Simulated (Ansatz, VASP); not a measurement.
**One calculation of Re, two programs**

Contents of INCAR:

```
  PREC = Accurate
  ENCUT = 560
  EDIFF = 1E-6
  ISMEAR = -1
  SIGMA = 0.1
  LREAL = False
  LASPH = True
  NELM = 120
  ALGO = Normal
  ISIF = 2
  LWAVE = False
  LCHARG = False
  GGA = B5
  ALDAX = 1.0
  AGGAX = 1.0
  AGGAC = 1.0
  ALDAC = 0.0
  NBANDS = 30
  GGA_COMPAT = False
```

KPOINTS

```
regular mesh
0
Gamma
  9 9 13
```

POSCAR

```
Re
1.0
    4.5474966481      0.0000000000      0.0000000000
   -2.2737483240      3.9382476209      0.0000000000
    0.0000000000      0.0000000000      2.8597792429
Re
3
Direct
    1.0000000000      1.0000000000      1.0000000000
    0.3333333333      0.6666666667      0.5000000000
    0.6666666667      0.3333333333      0.5000000000
```

Input for Ansatz:

```yaml
crystal:
  lattice:
    - [4.5474966481, 0.0, 0.0]
    - [-2.273748324, 3.9382476209, 0.0]
    - [0.0, 0.0, 2.8597792429]
  atoms:
    - { symbol: Re, position: [1.0, 1.0, 1.0] }
    - { symbol: Re, position: [0.3333333333, 0.6666666667, 0.5] }
    - { symbol: Re, position: [0.6666666667, 0.3333333333, 0.5] }
hamiltonian:
  xc: blyp
  pseudopotentials:
    kind: paw
    azcp:
      Re: "pseudopotentials/Re.paw.azcp"
basis:
  ecutwfc: 420
  fft_grid_basis: typed
kpoints:
  mp_grid: { grid: [9, 9, 13], shift: [0, 0, 0] }
magnetization:
  spin_polarized: false
scf:
  occupations: { method: fermi_dirac, width: 0.1 }
  lower_state_search: "off"
output:
  stress: true
```

Alike in both runs: task single point; functional BLYP; k mesh 9 × 9 × 13; occupations fermi-dirac, width 0.1 eV; no spin polarisation.

```csv
,VASP,Ansatz
version,VASP 6.6.1,Ansatz 0.2.0
potentials or method,"VASP PAW PBE potentials, release 64 (Re_sv_GW), cutoff 560 eV","plane waves (420 eV) with PAW, scalar-relativistic"
valence electrons in the cell,45,45
```

|  | VASP | Ansatz | Ansatz less VASP |
| --- | --- | --- | --- |
| pressure (GPa) | -20.0 | -19.9 | +0.14 |
| traceless stress, the component that is largest in VASP (GPa) | 1.47 | 1.53 | +0.059 |

VASP's potentials were made for PBE, not for BLYP. The functional is the same, so the differences come from potentials, cutoffs and numerics.

Neither program's run includes spin-orbit coupling.
